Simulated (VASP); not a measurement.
Runs of VASP 6.6.1 on AlFe3. The structure is cubic, space group Pm-3m (No. 221). Conventional cell: a = 3.639 Å, b = 3.639 Å, c = 3.639 Å, α = 90.00°, β = 90.00°, γ = 90.00°. Al (site symmetry m-3m) has 12 Fe at 2.57 Å within 3.4 Å. Fe (site symmetry 4/mmm) has 4 Al at 2.57 Å and 8 Fe at 2.57 Å within 3.4 Å. 

```csv
k mesh,gap on the mesh (eV),pressure (GPa),moment (μB)
8 × 8 × 8,none,-5.8,6.78
6 × 6 × 6,none,-5.9,(d)
5 × 5 × 5,none,-6.2,6.70
3 × 3 × 3,none,(c),6.00
4 × 4 × 4,none,(a),6.65
2 × 2 × 2,none,-3.8,(b)
```

Alike in all rows: task single point; level PBEsol; potentials or basis VASP PAW PBE potentials, release 64 (Al, Fe); spin collinear, ferromagnetic start; cell as given; cutoff (eV) 520; smearing fermi-dirac 0.1 eV.

Task: Fill in the values left out.

Result: (a) -6.5; (b) 6.96; (c) -8.7; (d) 6.75.

Caveats: some runs use coarse meshes; the PAW data sets were made with another functional, which shifts forces and pressure a little.

A gap of «none» marks levels without a gap at the run's occupations.
